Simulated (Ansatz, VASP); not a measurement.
Two plane-wave programs on MgS

POSCAR

```
MgS
1.0
    0.0000000000      2.6015177399      2.6015177399
    2.6015177399      0.0000000000      2.6015177399
    2.6015177399      2.6015177399      0.0000000000
Mg S
1 1
Direct
    0.0000000000      0.0000000000      0.0000000000
    0.5000000000      0.5000000000      0.5000000000
```

Contents of INCAR.step1:

```
SYSTEM = MgS
ALGO = Normal
EDIFF = 1E-5
ENCUT = 520
GGA = PE
ISIF = 2
ISMEAR = 0
LASPH = .True.
LCHARG = .False.
LREAL = .False.
LWAVE = .True.
NBANDS = 11
NELM = 100
PREC = Accurate
SIGMA = 0.01
```

The input INCAR.step2:

```
SYSTEM = MgS
AEXX = 0.2
ALGO = Normal
EDIFF = 1E-6
ENCUT = 520
GGA = PE
HFSCREEN = 0.5
ISIF = 2
ISMEAR = 0
ISTART = 1
LASPH = .True.
LCHARG = .False.
LHFCALC = .True.
LREAL = .False.
LWAVE = .False.
NBANDS = 11
NELM = 100
PREC = Accurate
PRECFOCK = Normal
SIGMA = 0.01
```

KPOINTS

```
k-points
0
Gamma
  4 4 4
  0 0 0
```

Input for Ansatz:

```yaml
crystal:
  lattice:
    - [0.0, 2.6015177399, 2.6015177399]
    - [2.6015177399, 0.0, 2.6015177399]
    - [2.6015177399, 2.6015177399, 0.0]
  atoms:
    - { symbol: Mg, position: [0.0, 0.0, 0.0] }
    - { symbol: S, position: [0.5, 0.5, 0.5] }
kpoints:
  mp_grid: { grid: [4, 4, 4] }
hamiltonian:
  xc: { exchange: pbe, correlation: pbe, exx: { coeff: 0.2, omega: 0.5 } }
scf:
  occupations: { method: fixed }
  n_extra_bands: 4
output:
  forces: true
  stress: true
  eigenvalues: true
```

Alike in both runs: task single point; functional PBE-based screened hybrid; k mesh 4 × 4 × 4; no spin polarisation.

|  | VASP | Ansatz |
| --- | --- | --- |
| version | VASP 6.6.1 | Ansatz 0.2.0 |
| potentials or method | VASP PAW PBE potentials, release 64 (Mg, S) | plane waves |
| plane-wave cutoff (eV) | 520 | 420 |
| occupations | gaussian, width 0.01 eV | fixed |
| valence electrons in the cell | 8 | 16 |

```tsv
	VASP	Ansatz	Ansatz less VASP
gap on the k mesh at the Fermi level (eV)	3.12	3.17	+0.043
pressure (GPa)	0.4	0.7	+0.30
```

VASP's potentials were made for PBE, not for PBE-based screened hybrid. VASP's potentials hold 8 valence electrons a cell and Ansatz's 16, so a difference there can come from the potentials and not from the codes. Ansatz's warnings: stress exchange threshold loose, stress scf threshold loose.

The k mesh is coarse, so the values compare programs but aren't converged.
